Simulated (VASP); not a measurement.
Input of a VASP 6.6.1 run:

Contents of INCAR:

```
SYSTEM = Li27OF26
PREC = Accurate
ENCUT = 520
EDIFF = 1E-7
ISMEAR = -1
SIGMA = 0.01
LREAL = Auto
LASPH = .TRUE.
NELM = 100
ALGO = Normal
ISIF = 2
LWAVE = .FALSE.
LCHARG = .TRUE.
GGA = PE
LELF = .TRUE.
LVHAR = .TRUE.
NELECT = 270.0
NBANDS = 168
```

File KPOINTS:

```
regular mesh
0
G
  3 3 3
  0 0 0
```

The input POSCAR:

```
Li27OF26
1.0
    0.0000000000      6.0420000000      6.0420000000
    6.0420000000      0.0000000000      6.0420000000
    6.0420000000      6.0420000000      0.0000000000
Li O F
27 1 26
Direct
    0.0011410013      0.0011410013      0.0011410013
    0.0124774036      0.0124774036      0.3208559297
    0.0011410013      0.0011410013      0.6632436629
    0.0124774036      0.3208559297      0.0124774036
    0.0124774036      0.3208559297      0.3208559297
    0.0004202947      0.3329130386      0.6666666667
    0.0011410013      0.6632436629      0.0011410013
    0.0004202947      0.6666666667      0.3329130386
    0.0004202947      0.6666666667      0.6666666667
    0.3208559297      0.0124774036      0.0124774036
    0.3208559297      0.0124774036      0.3208559297
    0.3329130386      0.0004202947      0.6666666667
    0.3208559297      0.3208559297      0.0124774036
    0.3321923321      0.3321923321      0.3321923321
    0.3321923321      0.3321923321      0.6700896704
    0.3329130386      0.6666666667      0.0004202947
    0.3321923321      0.6700896704      0.3321923321
    0.3329130386      0.6666666667      0.6666666667
    0.6632436629      0.0011410013      0.0011410013
    0.6666666667      0.0004202947      0.3329130386
    0.6666666667      0.0004202947      0.6666666667
    0.6666666667      0.3329130386      0.0004202947
    0.6700896704      0.3321923321      0.3321923321
    0.6666666667      0.3329130386      0.6666666667
    0.6666666667      0.6666666667      0.0004202947
    0.6666666667      0.6666666667      0.3329130386
    0.6666666667      0.6666666667      0.6666666667
    0.1666666667      0.1666666667      0.1666666667
    0.1666666667      0.1666666667      0.5059503657
    0.1666666667      0.1666666667      0.8273829676
    0.1666666667      0.5059503657      0.1666666667
    0.1668698091      0.4999322859      0.4999322859
    0.1666666667      0.5059503657      0.8273829676
    0.1666666667      0.8273829676      0.1666666667
    0.1666666667      0.8273829676      0.5059503657
    0.1664635243      0.8334010475      0.8334010475
    0.5059503657      0.1666666667      0.1666666667
    0.4999322859      0.1668698091      0.4999322859
    0.5059503657      0.1666666667      0.8273829676
    0.4999322859      0.4999322859      0.1668698091
    0.4999322859      0.4999322859      0.4999322859
    0.5004860151      0.5004860151      0.8328473183
    0.5059503657      0.8273829676      0.1666666667
    0.5004860151      0.8328473183      0.5004860151
    0.5004860151      0.8328473183      0.8328473183
    0.8273829676      0.1666666667      0.1666666667
    0.8273829676      0.1666666667      0.5059503657
    0.8334010475      0.1664635243      0.8334010475
    0.8273829676      0.5059503657      0.1666666667
    0.8328473183      0.5004860151      0.5004860151
    0.8328473183      0.5004860151      0.8328473183
    0.8334010475      0.8334010475      0.1664635243
    0.8328473183      0.8328473183      0.5004860151
    0.8334010475      0.8334010475      0.8334010475
```

Potentials or basis: VASP PAW PBE potentials, release 64 (Li_sv, O, F).

Launch:

```bash
$ cat potpaw_PBE.64/Li_sv/POTCAR potpaw_PBE.64/O/POTCAR potpaw_PBE.64/F/POTCAR > POTCAR
$ mpirun -np 1 vasp_std > vasp.out
```

(1) What does it give for the largest force?

## Answers

(1) 0.024 eV/Å.

Caveat: the cell carries a net charge on a neutralising background, which shifts energy and pressure.
